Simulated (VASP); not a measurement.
A run of VASP 6.6.1 is set up as follows.

INCAR

```
PREC = Accurate
ENCUT = 600
EDIFF = 1E-6
ISMEAR = 0
SIGMA = 0.1
LREAL = F
LASPH = T
NELM = 200
ALGO = Normal
ISIF = 2
LWAVE = F
LCHARG = F
GGA = PE
NBANDS = 42
GGA_COMPAT = F
LMAXMIX = 6
```

File KPOINTS:

```
regular mesh
0
Gamma
  3 3 4
```

POSCAR

```
Ho3N
1.0
    6.7076829879      0.0000000000      0.0000000000
   -3.3538414940      5.8090238681      0.0000000000
    0.0000000000      0.0000000000      5.1473336233
Ho N
6 2
Direct
    0.3333333333      0.6666666667      0.5000000000
    0.6666666667      0.3333333333      0.5000000000
    0.6621684356      0.0000000000      0.0000000000
    0.0000000000      0.6621684356      0.0000000000
    0.3378315644      0.3378315644      0.0000000000
    0.0000000000      0.0000000000      0.5000000000
    0.3333333333      0.6666666667      0.0000000000
    0.6666666667      0.3333333333      0.0000000000
```

Potentials or basis: VASP PAW PBE potentials, release 64 (Ho_3, N), 4f in core.

Command:

```sh
$ cat potpaw_PBE.64/Ho_3/POTCAR potpaw_PBE.64/N/POTCAR > POTCAR
$ mpirun -np 1 vasp_std > vasp.out
```

Question: Estimate the pressure.

Answer: 0.3 GPa.

Question: Estimate the largest force.

Answer: 0.086 eV/Å.

Question: Estimate the band gap on the k mesh.

Answer: Zero (bands 32 and 33 overlap by 0.38 eV).

Forces in eV/Å, atoms in the order of the input:
```
Ho   0.000  0.000  0.000
Ho   0.000  0.000  0.000
Ho   0.086  0.000  0.000
Ho  -0.043  0.074  0.000
Ho  -0.043 -0.074  0.000
Ho   0.000  0.000  0.000
N    0.000  0.000  0.000
N    0.000  0.000  0.000
```

Caveat: the k points lie up to 0.36 Å⁻¹ apart; spin-orbit coupling is left out, which moves the levels of the heavy elements; the 4f electrons are frozen in the core, so they carry no moment and show no levels; the run has no spin polarisation, though such a crystal can be magnetic. With open d or f shells a metallic result of PBE can be an artefact of self-interaction; +U or a hybrid may open a gap.
